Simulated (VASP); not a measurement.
# SnO2 (Cassiterite) (P4_2/mnm) in VASP: further runs

Runs on SnO2 (Cassiterite). Level: PBE+D3(BJ). Tasks: single point, relaxation of cell and atoms.

Everything below comes from runs of VASP 6.6.1. Logs are shortened: lines on timing, memory, paths and dates and some standing lists are left out, and cuts for length are marked.

## Step 1: The cell of the first run

It takes space group P4_2/mnm (No. 136, tetragonal). The conventional cell has a = 4.794 Å, b = 4.794 Å, c = 3.230 Å, α = 90.00°, β = 90.00°, γ = 90.00°. Sn (site symmetry mmm) has 6 O at 2.08 Å within 2.7 Å. Within 2.7 Å of O (site symmetry m2m) lie 3 Sn at 2.08 Å and 1 O at 2.63 Å.

## Step 2: Single point, PBE+D3(BJ)

INCAR reads:

```
SYSTEM = SnO2
  PREC = Accurate
  ENCUT = 520
  EDIFF = 1E-6
  ISMEAR = 0
  SIGMA = 0.02
  LREAL = .False.
  LASPH = .True.
  NELM = 100
  ALGO = Normal
  ISIF = 2
  LWAVE = .False.
  LCHARG = .True.
  GGA = PE
  IVDW = 12
  LELF = .True.
  LVHAR = .True.
  NBANDS = 35
```

KPOINTS reads:

```
Automatic mesh
0
Gamma
  6 6 8
  0 0 0
```

POSCAR reads:

```
SnO2
1.0
    4.7937390766      0.0000000000      0.0000000000
    0.0000000000      4.7937390766      0.0000000000
    0.0000000000      0.0000000000      3.2299163743
Sn O
2 4
Direct
    0.0000000000      0.0000000000      0.0000000000
    0.5000000000      0.5000000000      0.5000000000
    0.3062126947      0.3062126947      0.0000000000
    0.1937873053      0.8062126947      0.5000000000
    0.6937873053      0.6937873053      0.0000000000
    0.8062126947      0.1937873053      0.5000000000
```

Potentials or basis: VASP PAW PBE potentials, release 64 (Sn_d, O).

The run is started by

```console
$ cat potpaw_PBE.64/Sn_d/POTCAR potpaw_PBE.64/O/POTCAR > POTCAR
$ mpirun -np 1 vasp_std > vasp.out
```

OUTCAR:

```text
SYSTEM = SnO2
   PREC = Accurate
   ENCUT = 520
   EDIFF = 1E-6
   ISMEAR = 0
   LREAL = .False.
   LASPH = .True.
   NELM = 100
   ISIF = 2
   GGA = PE
   IVDW = 12
 IVDW          = 12

 ion  position               nearest neighbor table
   1  0.000  0.000  0.000-   3 2.08   5 2.08   4 2.08   6 2.08   4 2.08   6 2.08   2 3.75   2 3.75
                             2 3.75   2 3.75   2 3.75   2 3.75   2 3.75   2 3.75
   2  0.500  0.500  0.500-   4 2.08   6 2.08   5 2.08   3 2.08   3 2.08   5 2.08   1 3.75   1 3.75
                             1 3.75   1 3.75   1 3.75   1 3.75   1 3.75   1 3.75
   3  0.306  0.306  0.000-   1 2.08   2 2.08   2 2.08
   4  0.194  0.806  0.500-   2 2.08   1 2.08   1 2.08
   5  0.694  0.694  0.000-   1 2.08   2 2.08   2 2.08
   6  0.806  0.194  0.500-   2 2.08   1 2.08   1 2.08

  LATTYP: Found a simple tetragonal cell.
 ALAT       =     4.7937390766
 C/A-ratio  =     0.6737780932

  Lattice vectors:

 A1 = (   4.7937390766,   0.0000000000,   0.0000000000)
 A2 = (   0.0000000000,   4.7937390766,   0.0000000000)
 A3 = (   0.0000000000,   0.0000000000,   3.2299163743)

Analysis of symmetry for initial positions (statically):
=====================================================================
 Subroutine PRICEL returns:
 Original cell was already a primitive cell.

 Routine SETGRP: Setting up the symmetry group for a
 simple tetragonal supercell.

 Subroutine GETGRP returns: Found 16 space group operations
 (whereof  8 operations were pure point group operations)
 out of a pool of 16 trial point group operations.

The static configuration has the point symmetry D_2h.
 The point group associated with its full space group is D_4h.

Analysis of symmetry for dynamics (positions and initial velocities):
=====================================================================
 Subroutine PRICEL returns:
 Original cell was already a primitive cell.

 Routine SETGRP: Setting up the symmetry group for a
 simple tetragonal supercell.

 Subroutine GETGRP returns: Found 16 space group operations
 (whereof  8 operations were pure point group operations)
 out of a pool of 16 trial point group operations.

The dynamic configuration has the point symmetry D_2h.
 The point group associated with its full space group is D_4h.

 Subroutine INISYM returns: Found 16 space group operations
 (whereof  8 operations are pure point group operations),
 and found     1 'primitive' translations

----------------------------------------------------------------------------------------

                                     Primitive cell

  volume of cell :      74.2233

  direct lattice vectors                    reciprocal lattice vectors
     4.793739077  0.000000000  0.000000000     0.208605430  0.000000000  0.000000000
     0.000000000  4.793739077  0.000000000     0.000000000  0.208605430  0.000000000
     0.000000000  0.000000000  3.229916374     0.000000000  0.000000000  0.309605539

  length of vectors
     4.793739077  4.793739077  3.229916374     0.208605430  0.208605430  0.309605539

  position of ions in fractional coordinates (direct lattice)
     0.000000000  0.000000000  0.000000000
     0.500000000  0.500000000  0.500000000
     0.306212695  0.306212695  0.000000000
     0.193787305  0.806212695  0.500000000
     0.693787305  0.693787305  0.000000000
     0.806212695  0.193787305  0.500000000

  ion indices of the primitive-cell ions
   primitive index   ion index
                 1           1
                 2           2
                 3           3
                 4           4
                 5           5
                 6           6

----------------------------------------------------------------------------------------

 KPOINTS: Automatic mesh

Automatic generation of k-mesh.
 Grid dimensions read from file:
 generate k-points for:    6    6    8

 Generating k-lattice:

  Cartesian coordinates                     Fractional coordinates (reciprocal lattice)
     0.034767572  0.000000000  0.000000000     0.166666667  0.000000000  0.000000000
     0.000000000  0.034767572  0.000000000     0.000000000  0.166666667  0.000000000
     0.000000000  0.000000000  0.038700692     0.000000000  0.000000000  0.125000000

  Length of vectors
     0.034767572  0.034767572  0.038700692

  Shift w.r.t. Gamma in fractional coordinates (k-lattice)
     0.000000000  0.000000000  0.000000000

 Subroutine IBZKPT returns following result:
 ===========================================

 Found     50 irreducible k-points:

 Following reciprocal coordinates:
            Coordinates               Weight
  0.000000  0.000000  0.000000      1.000000
  0.166667  0.000000  0.000000      4.000000
  0.333333  0.000000  0.000000      4.000000
  0.500000  0.000000  0.000000      2.000000
  0.166667  0.166667  0.000000      4.000000
  0.333333  0.166667  0.000000      8.000000
[... 16 lines left out ...]
  0.333333  0.000000  0.250000      8.000000
  0.500000  0.000000  0.250000      4.000000
 [... further k-points ...]
   k-points           NKPTS =     50   k-points in BZ     NKDIM =     50   number of bands    NBANDS=     35
   number of dos      NEDOS =    301   number of ions     NIONS =      6
   total plane-waves  NPLWV =  31104
   dimension x,y,z NGX =    36 NGY =   36 NGZ =   24
   dimension x,y,z NGXF=    72 NGYF=   72 NGZF=   48
   ions per type =               2   4
   NGX,Y,Z   is equivalent  to a cutoff of  12.48, 12.48, 12.35 a.u.
   NGXF,Y,Z  is equivalent  to a cutoff of  24.97, 24.97, 24.71 a.u.
 SYSTEM =  SnO2
   PREC   = accura    normal or accurate (medium, high low for compatibility)
   ISTART =      0    job   : 0-new  1-cont  2-samecut
   ICHARG =      2    charge: 1-file 2-atom 10-const
   ISPIN  =      1    spin polarized calculation?
   LNONCOLLINEAR =      F non collinear calculations
   LSORBIT =      F    spin-orbit coupling
   LASPH  =      T    aspherical Exc in radial PAW
   ENCUT  =  520.0 eV  38.22 Ry    6.18 a.u.   8.91  8.91  6.01*2*pi/ulx,y,z
   NELM   =    100;   NELMIN=  2; NELMDL= -5     # of ELM steps
   EDIFF  = 0.1E-05   stopping-criterion for ELM
   LREAL  =      F    real-space projection
   EDIFFG = 0.1E-04   stopping-criterion for IOM
   NSW    =      0    number of steps for IOM
   IBRION =     -1    ionic relax: 0-MD 1-quasi-New 2-CG
   NFREE  =      0    steps in history (QN), initial steepest desc. (CG)
   ISIF   =      2    stress and relaxation
   ISYM   =      2    0-nonsym 1-usesym 2-fastsym
   POTIM  = 0.5000    time-step for ionic-motion
   TEBEG  =    0.0;   TEEND  =   0.0 temperature during run
   PSTRESS=    0.0 pullay stress
   NELECT =      52.0000    total number of electrons
   NUPDOWN=      -1.0000    fix difference up-down
   EMIN   =  10.00;   EMAX   =-10.00  energy-range for DOS
   EFERMI =   0.00;   METHOD = LEGACY
   ISMEAR =     0;   SIGMA  =   0.02  broadening in eV -4-tet -1-fermi 0-gaus
   EFERMI_NEDOS =   21; number of points for ismear=-14 and -15
   IALGO  =     38    algorithm
   IMIX   =      4    mixing-type and parameters
     AMIX     =   0.40;   BMIX     =  1.00
     AMIX_MAG =   1.60;   BMIX_MAG =  1.00
  volume/ion in A,a.u.               =      12.37        83.48
  Fermi-wavevector in a.u.,A,eV,Ry     =   1.453994  2.747650 28.764054  2.114098
  Thomas-Fermi vector in A             =   2.571196
   LORBIT       =      0    0 simple, 1 ext, 2 COOP (PROOUT), +10 PAW based schemes
   GGA     = PE    functional components
   LHFCALC =     F    Hartree Fock is set to
   AEXX    =    0.0000 exact exchange contribution
   IVDW    =    12    specifies the selected vdW correction
   LEPSILON=     F    determine dielectric tensor
   LRPA    =     F    only Hartree local field effects (RPA)
 non-spin polarized calculation
 Gauss-broadening in eV      SIGMA  =   0.02
  energy-cutoff  :      520.00
  volume of cell :       74.22
 maximum number of plane-waves:      2032
 NGX is ok and might be reduce to    36
   NGX = 17   NGY = 17   NGZ = 13

 number of electron      52.0000009 magnetization

 Free energy of the ion-electron system (eV)
  ---------------------------------------------------
  ext. energy  EPLUGINS =         0.00000000
  ---------------------------------------------------
  free energy    TOTEN  =       -37.29407537 eV

  energy without entropy =      -37.29407537  energy(sigma->0) =      -37.29407537

 E-fermi :   5.9156     XC(G=0): -11.0652

 val. band max:        5.7210012144   @ k =   0.0000   0.0000   0.0000
 cond. band min:       6.5468881265   @ k =   0.0000   0.0000   0.0000
 fundamental gap:      0.8258869121
 Fermi energy:         5.9156019396

 k-point     1 :       0.0000    0.0000    0.0000
  band No.  band energies     occupation
      1     -15.3346      2.00000
      2     -14.6233      2.00000
      3     -14.4220      2.00000
      4     -14.3947      2.00000
      5     -14.3947      2.00000
      6     -14.3322      2.00000
[... 27 lines left out ...]
     34      17.4410      0.00000
     35      18.0768      0.00000

 k-point     2 :       0.1667    0.0000    0.0000
  band No.  band energies     occupation
      1     -15.2953      2.00000
      2     -14.6683      2.00000
      3     -14.4215      2.00000
      4     -14.3931      2.00000
      5     -14.3931      2.00000
      6     -14.3629      2.00000
[... 27 lines left out ...]
     34      17.5073      0.00000
     35      18.1032      0.00000

 k-point     3 :       0.3333    0.0000    0.0000
  band No.  band energies     occupation
      1     -15.1811      2.00000
      2     -14.8131      2.00000
      3     -14.4197      2.00000
      4     -14.4007      2.00000
      5     -14.3898      2.00000
      6     -14.3896      2.00000
[... 27 lines left out ...]
     34      17.7891      0.00000
     35      18.0711      0.00000
[... 723 lines left out ...]
 k-point    23 :       0.3333    0.0000    0.2500
  band No.  band energies     occupation
      1     -15.0839      2.00000
      2     -14.9519      2.00000
      3     -14.6495      2.00000
      4     -14.4551      2.00000
      5     -14.3248      2.00000
      6     -14.3187      2.00000
[... 27 lines left out ...]
     34      17.7196      0.00000
     35      18.0196      0.00000

 k-point    24 :       0.5000    0.0000    0.2500
  band No.  band energies     occupation
      1     -15.0372      2.00000
      2     -15.0372      2.00000
      3     -14.5382      2.00000
      4     -14.5382      2.00000
      5     -14.3203      2.00000
      6     -14.3203      2.00000
[... 27 lines left out ...]
     34      17.8709      0.00000
     35      18.0903      0.00000

 [... further k-points ...]

------------------------ aborting loop because EDIFF is reached ----------------------------------------

 Edisp (eV)   -1.28944

 E8    (eV) :    -0.5184

  FORCE on cell =-STRESS in cart. coord.  units (eV):
  Direction    XX          YY          ZZ          XY          YZ          ZX
  --------------------------------------------------------------------------------------
  -------------------------------------------------------------------------------------
  Total       0.25178     0.25178     0.38722     0.00000     0.00000     0.00000
  in kB       5.43485     5.43485     8.35847     0.00000     0.00000     0.00000
  external pressure =        6.41 kB  Pullay stress =        0.00 kB

 VOLUME and BASIS-vectors are now :
 -----------------------------------------------------------------------------
  energy-cutoff  :      520.00
  volume of cell :       74.22
      direct lattice vectors                 reciprocal lattice vectors
     4.793739077  0.000000000  0.000000000     0.208605430  0.000000000  0.000000000
     0.000000000  4.793739077  0.000000000     0.000000000  0.208605430  0.000000000
     0.000000000  0.000000000  3.229916374     0.000000000  0.000000000  0.309605539

 POSITION                                       TOTAL-FORCE (eV/Angst)
 -----------------------------------------------------------------------------------
      0.00000      0.00000      0.00000         0.000000      0.000000      0.000000
      2.39687      2.39687      1.61496         0.000000      0.000000      0.000000
      1.46790      1.46790      0.00000        -0.010725     -0.010725      0.000000
      0.92897      3.86477      1.61496         0.010725     -0.010725      0.000000
      3.32584      3.32584      0.00000         0.010725      0.010725     -0.000000
      3.86477      0.92897      1.61496        -0.010725      0.010725     -0.000000
 -----------------------------------------------------------------------------------
    total drift:                                0.000000      0.000000      0.000000

  FREE ENERGIE OF THE ION-ELECTRON SYSTEM (eV)
  ---------------------------------------------------
  free  energy   TOTEN  =       -38.5835142775 eV

  energy  without entropy=      -38.5835142775  energy(sigma->0) =      -38.58351428
```

It took 88 s on 1 thread of Intel Xeon Platinum 8259CL at 2.50GHz (Skylake/Cascade Lake), shared host; peak memory 0.24 GiB.

What came out:

```
Free energy                : -38.5835 eV
Pressure                   : 0.6 GPa
Largest force              : 0.015 eV/Å
Band gap on the k mesh     : 0.83 eV, direct
Dispersion energy per atom : -0.215 eV
```

Forces on the atoms (eV/Å):
```
Sn   0.000  0.000  0.000
Sn   0.000  0.000  0.000
O   -0.011 -0.011  0.000
O    0.011 -0.011  0.000
O    0.011  0.011  0.000
O   -0.011  0.011  0.000
```

Stress tensor (GPa, compression positive):
```
0.54 0.00 0.00
0.00 0.54 0.00
0.00 0.00 0.84
```

Caveat: spin-orbit coupling is left out, which moves the levels of the heavy elements. PBE gaps usually lie below the measured ones, often by a third to a half.

## Step 3: Relaxation of cell and atoms, PBE+D3(BJ)

This run uses another cell than the first one, of 12.58 Å³/atom, 1.017 times its volume.

INCAR reads:

```
SYSTEM = SnO2
PREC = Accurate ; ENCUT = 600
EDIFF = 1E-6 ; ISMEAR = 0
SIGMA = 0.02 ; LREAL = .False.
LASPH = .True. ; NELM = 100
ALGO = Normal ; ISIF = 3
LWAVE = .False. ; LCHARG = .False.
GGA = PE ; IVDW = 12
IBRION = 2 ; NSW = 70
EDIFFG = -0.005
```

KPOINTS is that of step 2.

POSCAR reads:

```
SnO2
1.0
    4.8274195329      0.0000000000      0.0000000000
    0.0000000000      4.8274195329      0.0000000000
    0.0000000000      0.0000000000      3.2380692451
Sn O
2 4
Direct
    0.0000000000      0.0000000000      0.0000000000
    0.5000000000      0.5000000000      0.5000000000
    0.3065442699      0.3065442699      0.0000000000
    0.1934557301      0.8065442699      0.5000000000
    0.6934557301      0.6934557301      0.0000000000
    0.8065442699      0.1934557301      0.5000000000
```

Potentials or basis: VASP PAW PBE potentials, release 64 (Sn_d, O).

The run is started by

```console
$ cat potpaw_PBE.64/Sn_d/POTCAR potpaw_PBE.64/O/POTCAR > POTCAR
$ mpirun -np 1 vasp_std > vasp.out
```

Run time: 10 min. Hardware: 1 thread of Intel Xeon Platinum 8259CL at 2.50GHz (Skylake/Cascade Lake), shared host; peak memory 0.29 GiB.

Results (log left out):

| Quantity | Value |
| --- | --- |
| Free energy | -38.5962 eV |
| Relaxed volume | 12.40 Å³/atom |
| Relaxed cell | a = 4.796 Å, b = 4.796 Å, c = 3.234 Å, α = 90.00°, β = 90.00°, γ = 90.00° |
| Space group after relaxing (to 0.05 Å) | P4_2/mnm (No. 136) |
| Energy gained by relaxing | 1.4 meV/atom |
| Ionic steps | 12 |
| Pressure after relaxing | 0.0 GPa |
| Band gap on the k mesh | 0.80 eV, direct |
| Dispersion energy per atom | -0.214 eV |

Forces in eV/Å, atoms in the order of the input:
```
Sn   0.000  0.000  0.000
Sn   0.000  0.000  0.000
O   -0.002 -0.002  0.000
O    0.002 -0.002  0.000
O    0.002  0.002  0.000
O   -0.002  0.002  0.000
```

The path:
```tsv
step	energy change (eV)	largest force (eV/Å)	pressure (GPa)	volume (Å³)
1	0.0000	0.0167	-2.36	75.46
2	0.0003	0.0930	2.63	73.45
3	-0.0076	0.0547	0.05	74.45
4	-0.0085	0.0031	0.01	74.39
5	-0.0085	0.0134	0.02	74.38
6	-0.0085	0.0113	0.04	74.38
7	-0.0085	0.0071	0.00	74.38
8	-0.0085	0.0097	0.04	74.38
9	-0.0085	0.0023	-0.07	74.41
10	-0.0085	0.0024	-0.07	74.41
11	-0.0085	0.0051	0.04	74.37
12	-0.0085	0.0023	-0.03	74.39
```

Final structure:
```
Sn O
1.0
     4.79623    0.00000    0.00000
     0.00000    4.79623    0.00000
     0.00000    0.00000    3.23360
Sn O
2 4
Direct
  0.00000 0.00000 0.00000
  0.50000 0.50000 0.50000
  0.30619 0.30619 0.00000
  0.19381 0.80619 0.50000
  0.69381 0.69381 0.00000
  0.80619 0.19381 0.50000
```

Levels at points of the mesh, in eV from the valence-band top:
| k point | band 24 | band 25 | band 26 | band 27 | band 28 | band 29 |
| --- | --- | --- | --- | --- | --- | --- |
| (0.00, 0.00, 0.00) | -0.75 | -0.75 | 0.00 | 0.80 | 5.79 | 6.10 |
| (0.50, 0.00, 0.00) | -1.21 | -0.61 | -0.61 | 4.02 | 4.02 | 6.86 |
| (0.50, 0.50, 0.00) | -1.34 | -0.86 | -0.86 | 4.42 | 4.42 | 7.23 |
| (0.00, 0.00, 0.50) | -1.57 | -1.20 | -1.20 | 5.73 | 5.73 | 9.48 |
| (0.50, 0.00, 0.50) | -1.04 | -0.73 | -0.73 | 6.00 | 6.00 | 7.75 |
| (0.50, 0.50, 0.50) | -0.92 | -0.79 | -0.79 | 4.47 | 4.47 | 8.71 |

Caveat: spin-orbit coupling is left out, which moves the levels of the heavy elements.
